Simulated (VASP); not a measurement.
# MgH2 (P6/mmm) in VASP: relaxation of cell and atoms with PBE

Aim: the relaxation of cell and atoms of MgH2 with PBE.

Everything below comes from runs of VASP 6.6.1. Logs are shortened: lines on timing, memory, paths and dates and some standing lists are left out, and cuts for length are marked.

### 1 The cell of the first run

Symmetry: P6/mmm, No. 191, hexagonal system. Conventional cell: a = 2.905 Å, b = 2.905 Å, c = 4.258 Å, α = 90.00°, β = 90.00°, γ = 120.00°. Mg (site symmetry 6/mmm) has 2 H at 1.46 Å within 1.9 Å. Within 1.8 Å of H (site symmetry 6mm) lie 1 H at 1.35 Å and 1 Mg at 1.46 Å.

The cell was generated, and may not be a known phase.

### 2 Relaxation of cell and atoms, PBE

Contents of INCAR:

```
SYSTEM = MgH2
PREC = Accurate ; ENCUT = 840
EDIFF = 1E-7 ; ISMEAR = 0
SIGMA = 0.15 ; LREAL = .False.
LASPH = .True. ; NELM = 120
ALGO = Normal ; ISIF = 3
LWAVE = .False. ; LCHARG = .False.
GGA = PE ; IBRION = 2
NSW = 36 ; EDIFFG = -0.08
GGA_COMPAT = .False. ; NELMIN = 4
```

Contents of KPOINTS:

```
Automatic mesh
0
Gamma
  5 5 3
  0 0 0
```

Contents of POSCAR:

```
MgH2
1.0
    2.9053677300      0.0000000000      0.0000000000
   -1.4526838600      2.5161222600      0.0000000000
    0.0000000000      0.0000000000      4.2584140500
Mg H
1 2
Direct
    0.0000000000      0.0000000000      0.0000000000
    0.0000000000      0.0000000000      0.6581086900
    0.0000000000      0.0000000000      0.3418913100
```

Potentials or basis: VASP PAW PBE potentials, release 64 (Mg_sv, H).

On the command line:

```console
cat potpaw_PBE.64/Mg_sv/POTCAR potpaw_PBE.64/H/POTCAR > POTCAR
mpirun -np 1 vasp_std > vasp.out
```

OUTCAR:

```text
SYSTEM = MgH2
   PREC = Accurate
   ENCUT = 840
   EDIFF = 1E-7
   ISMEAR = 0
   LREAL = .False.
   LASPH = .True.
   NELM = 120
   ISIF = 3
   GGA = PE
   IBRION = 2
   NSW = 36
   EDIFFG = -0.08
   NELMIN = 4

 ion  position               nearest neighbor table
   1  0.000  0.000  0.000-   2 1.46   3 1.46
   2  0.000  0.000  0.658-   1 1.46
   3  0.000  0.000  0.342-   1 1.46

  LATTYP: Found a hexagonal cell.
 ALAT       =     2.9053677300
 C/A-ratio  =     1.4657057026

  Lattice vectors:

 A1 = (   2.9053677300,   0.0000000000,   0.0000000000)
 A2 = (  -1.4526838600,   2.5161222600,   0.0000000000)
 A3 = (   0.0000000000,   0.0000000000,   4.2584140500)

Analysis of symmetry for initial positions (statically):
=====================================================================
 Subroutine PRICEL returns:
 Original cell was already a primitive cell.

 Routine SETGRP: Setting up the symmetry group for a
 hexagonal supercell.

 Subroutine GETGRP returns: Found 24 space group operations
 (whereof 24 operations were pure point group operations)
 out of a pool of 24 trial point group operations.

The static configuration has the point symmetry D_6h.

Analysis of symmetry for dynamics (positions and initial velocities):
=====================================================================
 Subroutine PRICEL returns:
 Original cell was already a primitive cell.

 Routine SETGRP: Setting up the symmetry group for a
 hexagonal supercell.

 Subroutine GETGRP returns: Found 24 space group operations
 (whereof 24 operations were pure point group operations)
 out of a pool of 24 trial point group operations.

The dynamic configuration has the point symmetry D_6h.

 Subroutine INISYM returns: Found 24 space group operations
 (whereof 24 operations are pure point group operations),
 and found     1 'primitive' translations

----------------------------------------------------------------------------------------

                                     Primitive cell

  volume of cell :      31.1301

  direct lattice vectors                    reciprocal lattice vectors
     2.905367730  0.000000000  0.000000000     0.344190510  0.198718483  0.000000000
    -1.452683860  2.516122260  0.000000000     0.000000000  0.397436967  0.000000000
     0.000000000  0.000000000  4.258414050     0.000000000  0.000000000  0.234829208

  length of vectors
     2.905367730  2.905367726  4.258414050     0.397436967  0.397436967  0.234829208

  position of ions in fractional coordinates (direct lattice)
     0.000000000  0.000000000  0.000000000
     0.000000000  0.000000000  0.658108690
     0.000000000  0.000000000  0.341891310

  ion indices of the primitive-cell ions
   primitive index   ion index
                 1           1
                 2           2
                 3           3

----------------------------------------------------------------------------------------

 KPOINTS: Automatic mesh

Automatic generation of k-mesh.
 Grid dimensions read from file:
 generate k-points for:    5    5    3

 Generating k-lattice:

  Cartesian coordinates                     Fractional coordinates (reciprocal lattice)
     0.068838102  0.039743697  0.000000000     0.200000000  0.000000000  0.000000000
     0.000000000  0.079487393  0.000000000     0.000000000  0.200000000  0.000000000
     0.000000000  0.000000000  0.078276403     0.000000000  0.000000000  0.333333333

  Length of vectors
     0.079487393  0.079487393  0.078276403

  Shift w.r.t. Gamma in fractional coordinates (k-lattice)
     0.000000000  0.000000000  0.000000000

 Subroutine IBZKPT returns following result:
 ===========================================

 Found     10 irreducible k-points:

 Following reciprocal coordinates:
            Coordinates               Weight
  0.000000  0.000000  0.000000      1.000000
  0.200000  0.000000  0.000000      6.000000
  0.400000  0.000000  0.000000      6.000000
  0.200000  0.200000  0.000000      6.000000
  0.400000  0.200000  0.000000      6.000000
  0.000000  0.000000  0.333333      2.000000
  0.200000  0.000000  0.333333     12.000000
  0.400000  0.000000  0.333333     12.000000
  0.200000  0.200000  0.333333     12.000000
  0.400000  0.200000  0.333333     12.000000
   k-points           NKPTS =     10   k-points in BZ     NKDIM =     10   number of bands    NBANDS=     10
   number of dos      NEDOS =    301   number of ions     NIONS =      3
   total plane-waves  NPLWV =  31360
   dimension x,y,z NGX =    28 NGY =   28 NGZ =   40
   dimension x,y,z NGXF=    56 NGYF=   56 NGZF=   80
   ions per type =               1   2
   NGX,Y,Z   is equivalent  to a cutoff of  16.02, 16.02, 15.62 a.u.
   NGXF,Y,Z  is equivalent  to a cutoff of  32.04, 32.04, 31.23 a.u.
 SYSTEM =  MgH2
   PREC   = accura    normal or accurate (medium, high low for compatibility)
   ISTART =      0    job   : 0-new  1-cont  2-samecut
   ICHARG =      2    charge: 1-file 2-atom 10-const
   ISPIN  =      1    spin polarized calculation?
   LNONCOLLINEAR =      F non collinear calculations
   LSORBIT =      F    spin-orbit coupling
   LASPH  =      T    aspherical Exc in radial PAW
   ENCUT  =  840.0 eV  61.74 Ry    7.86 a.u.   6.87  6.87 10.06*2*pi/ulx,y,z
   NELM   =    120;   NELMIN=  4; NELMDL= -5     # of ELM steps
   EDIFF  = 0.1E-06   stopping-criterion for ELM
   LREAL  =      F    real-space projection
   EDIFFG = -.8E-01   stopping-criterion for IOM
   NSW    =     36    number of steps for IOM
   IBRION =      2    ionic relax: 0-MD 1-quasi-New 2-CG
   NFREE  =      1    steps in history (QN), initial steepest desc. (CG)
   ISIF   =      3    stress and relaxation
   ISYM   =      2    0-nonsym 1-usesym 2-fastsym
   POTIM  = 0.5000    time-step for ionic-motion
   TEBEG  =    0.0;   TEEND  =   0.0 temperature during run
   PSTRESS=    0.0 pullay stress
   NELECT =      12.0000    total number of electrons
   NUPDOWN=      -1.0000    fix difference up-down
   EMIN   =  10.00;   EMAX   =-10.00  energy-range for DOS
   EFERMI =   0.00;   METHOD = LEGACY
   ISMEAR =     0;   SIGMA  =   0.15  broadening in eV -4-tet -1-fermi 0-gaus
   EFERMI_NEDOS =   21; number of points for ismear=-14 and -15
   IALGO  =     38    algorithm
   IMIX   =      4    mixing-type and parameters
     AMIX     =   0.40;   BMIX     =  1.00
     AMIX_MAG =   1.60;   BMIX_MAG =  1.00
  volume/ion in A,a.u.               =      10.38        70.03
  Fermi-wavevector in a.u.,A,eV,Ry     =   1.191448  2.251510 19.314120  1.419548
  Thomas-Fermi vector in A             =   2.327509
   LORBIT       =      0    0 simple, 1 ext, 2 COOP (PROOUT), +10 PAW based schemes
   GGA     = PE    functional components
   LHFCALC =     F    Hartree Fock is set to
   AEXX    =    0.0000 exact exchange contribution
   IVDW    =     0    specifies the selected vdW correction
   LEPSILON=     F    determine dielectric tensor
   LRPA    =     F    only Hartree local field effects (RPA)
 conjugate gradient relaxation of ions
 non-spin polarized calculation
 Gauss-broadening in eV      SIGMA  =   0.15
  energy-cutoff  :      840.00
  volume of cell :       31.13
 maximum number of plane-waves:      1728
 NGX is ok and might be reduce to    28
   NGX = 13   NGY = 13   NGZ = 21

--------------------------------------- Ionic step        1  -------------------------------------------

 number of electron      12.0000006 magnetization

 Free energy of the ion-electron system (eV)
  ---------------------------------------------------
  ext. energy  EPLUGINS =         0.00000000
  ---------------------------------------------------
  free energy    TOTEN  =        -4.47398106 eV

  energy without entropy =       -4.46102072  energy(sigma->0) =       -4.46750089

------------------------ aborting loop because EDIFF is reached ----------------------------------------

  FORCE on cell =-STRESS in cart. coord.  units (eV):
  Direction    XX          YY          ZZ          XY          YZ          ZX
  --------------------------------------------------------------------------------------
  -------------------------------------------------------------------------------------
  Total        1.9769281      1.9769281     12.8616659      0.0000000      0.0000000      0.0000000
  in kB      101.7467894    101.7467893    661.9528734      0.0000002      0.0000000      0.0000000
  external PRESSURE =     288.4821507 kB  Pullay stress =       0.0000000 kB
[... 92 lines left out ...]
  FREE ENERGIE OF THE ION-ELECTRON SYSTEM (eV)
  ---------------------------------------------------
  free  energy   TOTEN  =        -7.0395097631 eV

  energy  without entropy=       -7.0193730990  energy(sigma->0) =       -7.02944143

 E-fermi :  -0.1338     XC(G=0):  -6.4357

 val. band max:       -0.1547557414   @ k =   0.4000   0.2000   0.3333
 cond. band min:       0.3822595710   @ k =   0.2000   0.0000   0.3333
 fundamental gap:      0.5370153124
 Fermi energy:        -0.1338215863

 k-point     1 :       0.0000    0.0000    0.0000
  band No.  band energies     occupation
      1     -76.8157      2.00000
      2     -43.6119      2.00000
      3     -43.6119      2.00000
      4     -43.5877      2.00000
      5      -9.4441      2.00000
      6      -5.0329      2.00000
      7      -0.9275      2.00000
      8       5.1229      0.00000
      9       8.0163      0.00000
     10      10.9645      0.00000
[... 105 lines left out ...]
 k-point    10 :       0.4000    0.2000    0.3333
  band No.  band energies     occupation
      1     -76.8216      2.00000
      2     -43.6346      2.00000
      3     -43.6239      2.00000
      4     -43.6076      2.00000
      5      -8.5423      2.00000
      6      -0.1548      1.15646
      7       0.5695      0.00000
      8       3.8338      0.00000
      9       3.9715      0.00000
     10       4.6877      0.00000

[... ionic steps 4 to 12 ...]

--------------------------------------- Ionic step       13  -------------------------------------------

 number of electron      12.0000007 magnetization

------------------------ aborting loop because EDIFF is reached ----------------------------------------

  FORCE on cell =-STRESS in cart. coord.  units (eV):
  Direction    XX          YY          ZZ          XY          YZ          ZX
  --------------------------------------------------------------------------------------
  -------------------------------------------------------------------------------------
  Total        0.0168822      0.0168822     -0.2600222      0.0000000     -0.0000000     -0.0000000
  in kB        0.5890158      0.5890158     -9.0721039      0.0000000     -0.0000000     -0.0000000
  external PRESSURE =      -2.6313574 kB  Pullay stress =       0.0000000 kB
[... 59 lines left out ...]
  energy  without entropy=       -7.5762161910  energy(sigma->0) =       -7.58434926

--------------------------------------- Ionic step       15  -------------------------------------------

 number of electron      12.0000009 magnetization

 Free energy of the ion-electron system (eV)
  ---------------------------------------------------
  ext. energy  EPLUGINS =         0.00000000
  ---------------------------------------------------
  free energy    TOTEN  =        -7.59522809 eV

  energy without entropy =       -7.57875270  energy(sigma->0) =       -7.58699039

 E-fermi :   0.5677     XC(G=0):  -7.3037

 val. band max:        0.4318207367   @ k =   0.4000   0.2000   0.0000
 cond. band min:       0.5765323236   @ k =   0.4000   0.2000   0.3333
 fundamental gap:      0.1447115869
 Fermi energy:         0.5676745505

 k-point     1 :       0.0000    0.0000    0.0000
  band No.  band energies     occupation
      1     -75.7836      2.00000
      2     -42.6002      2.00000
      3     -42.5033      2.00000
      4     -42.5033      2.00000
      5      -8.2326      2.00000
      6      -4.0128      2.00000
      7      -0.7890      2.00000
      8       8.4585      0.00000
      9      10.1239      0.00000
     10      13.1582      0.00000
[... 145 lines left out ...]
  FREE ENERGIE OF THE ION-ELECTRON SYSTEM (eV)
  ---------------------------------------------------
  free  energy   TOTEN  =        -7.5952280853 eV

  energy  without entropy=       -7.5787526976  energy(sigma->0) =       -7.58699039

 reached required accuracy - stopping structural energy minimisation
```

Wall time 55 s (1 thread of Intel Xeon Platinum 8488C (Sapphire Rapids), shared host); peak memory 0.17 GiB.

What came out:

```
Free energy                           : -7.5952 eV
Relaxed volume                        : 15.22 Å³/atom
Relaxed cell                          : a = 3.025 Å, b = 3.025 Å, c = 5.760 Å, α = 90.00°, β = 90.00°, γ = 120.00°
Space group after relaxing (to 0.1 Å) : P6/mmm (No. 191)
Pressure after relaxing               : 0.0 GPa
Largest force after relaxing          : 0.026 eV/Å
Band gap on the k mesh                : zero (bands 6 and 7 overlap by 1.37 eV)
```

Forces in eV/Å, atoms in the order of the input:
```
Mg   0.000  0.000  0.000
H    0.000  0.000  0.026
H    0.000  0.000 -0.026
```

Stress tensor (GPa, compression positive):
```
 0.15  0.00  0.00
 0.00  0.15  0.00
 0.00  0.00 -0.20
```

Final structure:
```yaml
crystal:
  lattice:
    - [3.02492, 0.00000, 0.00000]
    - [-1.51246, 2.61965, 0.00000]
    - [0.00000, 0.00000, 5.76026]
  atoms:
    - { symbol: Mg, position: [0.00000, 0.00000, 0.00000] }
    - { symbol: H, position: [0.00000, 0.00000, 0.56688] }
    - { symbol: H, position: [0.00000, 0.00000, 0.43312] }
```

Levels at points of the mesh, in eV from the Fermi level:
```
           k point  band 3  band 4  band 5  band 6  band 7  band 8  band 9  band 10
(0.00, 0.00, 0.00)  -43.07  -43.07   -8.80   -4.58   -1.36    7.89    9.56    12.59
```

Caveat: the k points lie up to 0.48 Å⁻¹ apart in the final cell, too coarse for converged energies and pressures of a metal; the volume moved by over 15 % at a fixed basis, so the end points are rough.

The gap in the log of VASP goes by the Fermi energy; the results here count the filled bands.